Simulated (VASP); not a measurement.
**MnO2: single point with PBEsol**

Crystal: MnO2.

```xyz
3
Lattice="2.8566 0.0000 0.0000 -1.4283 2.4739 0.0000 0.0000 0.0000 4.6014" Properties=species:S:1:pos:R:3 pbc="T T T"
Mn    0.0000    0.0000    2.3007
O     0.0000    1.6492    3.2499
O     1.4283    0.8246    1.3515
```

| Quantity | Value |
| --- | --- |
| Program | VASP 6.6.1 |
| Task | single point |
| Functional | PBEsol |
| Potentials or basis | VASP PAW PBE potentials, release 64 (Mn_sv, O) |
| Cutoff | 700 eV |
| k mesh | 11 × 11 × 6 |
| Occupations | fermi-dirac, width 0.05 eV |
| Spin | collinear spin, ferromagnetic start |
| Starting moments | [4.0, 0.0, 0.0] μB |

```yaml
Pressure: -2.4 GPa
Largest_force: 0.176 eV/Å
Band_gap_on_the_k_mesh: 0.72 eV (least direct gap 0.77 eV)
Net_moment: 3.00 μB per cell
Site_moments: Mn +2.72; O +0.04 μB
Valence_electrons_inside_the_program's_atomic_spheres: Mn 12.78; O 4.98
```

Forces in eV/Å, atoms in the order of the input:
```
Mn   0.000  0.000  0.000
O    0.000  0.000 -0.176
O    0.000  0.000  0.176
```

Stress tensor (GPa, compression positive):
```
-3.09  0.00  0.00
 0.00 -3.09  0.00
 0.00  0.00 -0.95
```

Levels at points of the mesh, in eV from the valence-band top:
Spin up:
```tsv
k point	band 13	band 14	band 15	band 16	band 17	band 18
(0.00, 0.00, 0.00)	-1.51	-1.25	-0.37	2.82	2.82	6.93
(0.00, 0.00, 0.50)	-1.55	-1.55	-0.05	2.87	2.87	9.00
```
Spin down:
```csv
k point,band 8,band 9,band 10,band 11,band 12,band 13,band 14,band 15,band 16,band 17
"(0.00, 0.00, 0.00)",-5.15,-5.15,-1.42,-1.42,-1.08,0.73,0.73,2.36,4.19,4.19
"(0.00, 0.00, 0.50)",-5.13,-4.69,-2.43,-1.47,-1.47,0.72,0.72,2.49,4.24,4.24
```

Wall time 3.3 min on 1 thread of AMD EPYC 7R13 Processor (Zen 3) (shared host), peak memory 0.26 GiB.

Caveat: the PAW data sets were made with another functional, which shifts forces and pressure a little; a cell with one magnetic atom can't hold antiferromagnetic order, which such compounds often take. A k mesh can miss the band edges.
